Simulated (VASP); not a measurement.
Crystal: As.

```
CELL_PARAMETERS angstrom
3.66037 0.00000 0.00000
-1.83019 3.16997 0.00000
0.00000 0.00000 2.14402
ATOMIC_POSITIONS crystal
As 0.00000 0.00000 0.00000
As 0.33333 0.66667 0.50000
As 0.66667 0.33333 0.50000
```

This cell differs from its parent crystal: volume scaled by 0.43.

Base run:

```yaml
Program: VASP 6.6.1
Functional: PBE
Potentials_or_basis: VASP PAW PBE potentials, release 64 (As_d)
Cutoff: 600 eV
k_mesh: 8 × 8 × 10
Occupations: fermi-dirac, width 0.1 eV
Spin: no spin polarisation
```

Its results: pressure 420.8 GPa.

Problem. The run is repeated on the same cell with these changes: potentials or basis from VASP PAW PBE potentials, release 64 (As_d) to VASP PAW PBE potentials, release 64 (As); cutoff from 600 eV to 520 eV; further incar settings from ALGO = Normal; EDIFF = 1e-06; NBANDS = 30 to ALGO = Normal; EDIFF = 1e-07; NBANDS = 14; valence electrons from 45 to 15. What comes out?

Solution. Pressure 436.4 GPa.
